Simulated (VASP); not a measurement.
Input of a VASP 6.6.1 run:

File INCAR:

```
PREC     = Accurate       # precision mode
ENCUT    = 520            # plane-wave cutoff, eV
EDIFF    = 1E-6           # SCF threshold, eV
ISMEAR   = 0              # smearing method
SIGMA    = 0.1            # smearing width, eV
LREAL    = F              # projectors in reciprocal space
LASPH    = T              # aspherical terms in the spheres
NELM     = 80             # most SCF steps
ALGO     = Normal         # electronic algorithm
ISIF     = 2              # what is computed and relaxed
LWAVE    = F              # write WAVECAR
LCHARG   = F              # write CHGCAR
GGA      = PE             # functional
NBANDS   = 21             # bands
```

The input KPOINTS:

```
Automatic mesh
0
Gamma
  12 12 10
```

Contents of POSCAR:

```
AlB2As3
1.0
    1.6404936398     -7.1963268506      0.0000000000
    1.6404936398      7.1963268506      0.0000000000
    0.0000000000      0.0000000000      4.0675287680
Al B As
1 2 3
Direct
    0.0000000000      0.0000000000      0.0000000000
    0.5000000000      0.0000000000      0.5000000000
    0.0000000000      0.5000000000      0.5000000000
    0.5000000000      0.5000000000      0.5000000000
    0.6483261443      0.3516738557      0.0000000000
    0.3516738557      0.6483261443      0.0000000000
```

Potentials or basis: VASP PAW PBE potentials, release 64 (Al, B, As).

Run with:

```console
$ cat potpaw_PBE.64/Al/POTCAR potpaw_PBE.64/B/POTCAR potpaw_PBE.64/As/POTCAR > POTCAR
$ mpirun -np 1 vasp_std > vasp.out
```

**Question.** Predict the largest force.

**Answer.** 0.006 eV/Å.

**Question.** What does it give for the band gap on the k mesh?

**Answer.** Zero (band 12 reaches 7.81 eV, above the bottom of band 13 at 4.46 eV).

**Question.** What does it give for the pressure?

**Answer.** 0.1 GPa.

Stress tensor (GPa, compression positive):
```
0.11 0.00 0.00
0.00 0.08 0.00
0.00 0.00 0.19
```
